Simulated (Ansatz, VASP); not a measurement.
## Si2Mo in VASP and in Ansatz

The input INCAR:

```
  ALGO = Normal
  EDIFF = 1E-6
  EDIFFG = -0.01
  ENCUT = 600
  GGA = PE
  IBRION = 2
  ISIF = 3
  ISMEAR = -1
  LASPH = True
  LCHARG = False
  LREAL = False
  LWAVE = False
  NELM = 60
  NSW = 60
  PREC = Accurate
  SIGMA = 0.05
```

The input KPOINTS:

```
k-points
0
Gamma
  7 7 4
```

Contents of POSCAR:

```
Si2Mo
1.0
    4.5854715599      0.0000000000      0.0000000000
   -2.2927357800      3.9711348592      0.0000000000
    0.0000000000      0.0000000000      6.5797601000
Mo Si
3 6
Direct
    0.5000000000      0.5000000000      0.8333333333
    0.0000000000      0.5000000000      0.1666666667
    0.5000000000      0.0000000000      0.5000000000
    0.1638729800      0.3277459600      0.5000000000
    0.6722540400      0.8361270200      0.1666666667
    0.8361270200      0.1638729800      0.8333333333
    0.8361270200      0.6722540400      0.5000000000
    0.3277459600      0.1638729800      0.1666666667
    0.1638729800      0.8361270200      0.8333333333
```

File input.yaml:

```yaml
crystal:
  lattice:
    - [4.5854715599, 0.0, 0.0]
    - [-2.29273578, 3.9711348592, 0.0]
    - [0.0, 0.0, 6.5797601]
  atoms:
    - { symbol: Mo, position: [0.5, 0.5, 0.8333333333] }
    - { symbol: Mo, position: [0.0, 0.5, 0.1666666667] }
    - { symbol: Mo, position: [0.5, 0.0, 0.5] }
    - { symbol: Si, position: [0.16387298, 0.32774596, 0.5] }
    - { symbol: Si, position: [0.67225404, 0.83612702, 0.1666666667] }
    - { symbol: Si, position: [0.83612702, 0.16387298, 0.8333333333] }
    - { symbol: Si, position: [0.83612702, 0.67225404, 0.5] }
    - { symbol: Si, position: [0.32774596, 0.16387298, 0.1666666667] }
    - { symbol: Si, position: [0.16387298, 0.83612702, 0.8333333333] }
hamiltonian:
  xc: pbe
  pseudopotentials: { kind: paw }
kpoints:
  mp_grid: { grid: [7, 7, 4] }
scf:
  occupations: { method: fermi_dirac, width: 0.05 }
output:
  forces: true
  stress: true
  eigenvalues: true
relax:
  f_tol: 0.01
  max_steps: 40
  cell: { stress_tol: 0.05 }
```

Alike in both runs: task relaxation of cell and atoms; functional PBE; k mesh 7 × 7 × 4; occupations fermi-dirac, width 0.05 eV; no spin polarisation.

|  | VASP | Ansatz |
| --- | --- | --- |
| version | VASP 6.6.1 | Ansatz 0.2.0 |
| potentials or method | VASP PAW PBE potentials, release 64 (Mo_sv, Si) | Ansatz PAW |
| plane-wave cutoff (eV) | 600 | 420 |
| valence electrons in the cell | 66 | 66 |

```csv
,VASP,Ansatz,Ansatz less VASP
"gap on the k mesh at the Fermi level, each at its own relaxed structure (eV)",0.27,0.27,+0.003
relaxed volume (Å³/atom),13.54,13.53,-0.004
relaxed cell length with the largest relative difference (Å),4.614,4.613,-0.0007
```

Noted on Ansatz's run: odd divisions of the mesh miss points on the zone boundary, where band edges often lie, so the gap on the mesh can be too wide; the plane-wave basis is chosen anew once the cell has moved, so the energies of steps on either side of that aren't comparable.
